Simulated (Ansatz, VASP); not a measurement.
# Ni: VASP beside Ansatz

Contents of INCAR:

```
PREC = Accurate
ENCUT = 520
EDIFF = 1E-7
ISMEAR = -1
SIGMA = 0.05
LREAL = False
LASPH = True
NELM = 150
ALGO = Normal
ISIF = 2
LWAVE = False
LCHARG = False
ISPIN = 2
MAGMOM = 1 1
LORBIT = 11
LMAXMIX = 4
GGA = PE
NBANDS = 21
```

File KPOINTS:

```
regular mesh
0
Gamma
  12 12 7
```

Contents of POSCAR:

```
Ni
1.0
    2.4802374197      0.0000000000      0.0000000000
   -1.2401187098      2.1479486129      0.0000000000
    0.0000000000      0.0000000000      4.1264032895
Ni
2
Direct
    0.6666666667      0.3333333333      0.7500000000
    0.3333333333      0.6666666667      0.2500000000
```

Contents of input.yaml:

```yaml
crystal:
  lattice:
    - [2.4802374197, 0.0, 0.0]
    - [-1.2401187098, 2.1479486129, 0.0]
    - [0.0, 0.0, 4.1264032895]
  atoms:
    - { symbol: Ni, position: [0.6666666667, 0.3333333333, 0.75], spin: 1.0 }
    - { symbol: Ni, position: [0.3333333333, 0.6666666667, 0.25], spin: 1.0 }
kpoints:
  mp_grid: { grid: [12, 12, 7] }
scf:
  occupations: { method: fermi_dirac, width: 0.05 }
hamiltonian:
  xc: pbe
  pseudopotentials: { kind: all_electron, lapw: { basis_error: 0.0005 } }
magnetization:
  spin_polarized: true
output:
  forces: true
  stress: true
  eigenvalues: true
```

Change from the starting cell: volume scaled by 1.04.

Alike in both runs: task single point; functional PBE; k mesh 12 × 12 × 7; occupations fermi-dirac, width 0.05 eV; collinear spin.

|  | VASP | Ansatz |
| --- | --- | --- |
| version | VASP 6.6.1 | Ansatz 0.2.0 |
| potentials or method | VASP PAW PBE potentials, release 64 (Ni), cutoff 520 eV | all-electron LAPW, scalar-relativistic |

Ansatz gave:

| Quantity | Value |
| --- | --- |
| gap on the k mesh at the Fermi level (eV) | none |
| pressure (GPa) | -1.0 |
| traceless stress, the component that is largest in VASP (GPa) | -2.27 |
| net moment per atom (μB) | 0.67 |
| size of the moment on the site where the two differ most (μB) | 0.69 |

Problem. What did VASP give for the same quantities?

Solution. gap on the k mesh at the Fermi level (eV): none; pressure (GPa): -1.0; traceless stress, the component that is largest in VASP (GPa): -2.28; net moment per atom (μB): 0.65; size of the moment on the site where the two differ most (μB): 0.66.

Site moments also hang on the region over which each program counts them. A gap of «none» marks a metal or a gap that the smearing closes. Ansatz ran all-electron here, and VASP with PAW potentials.
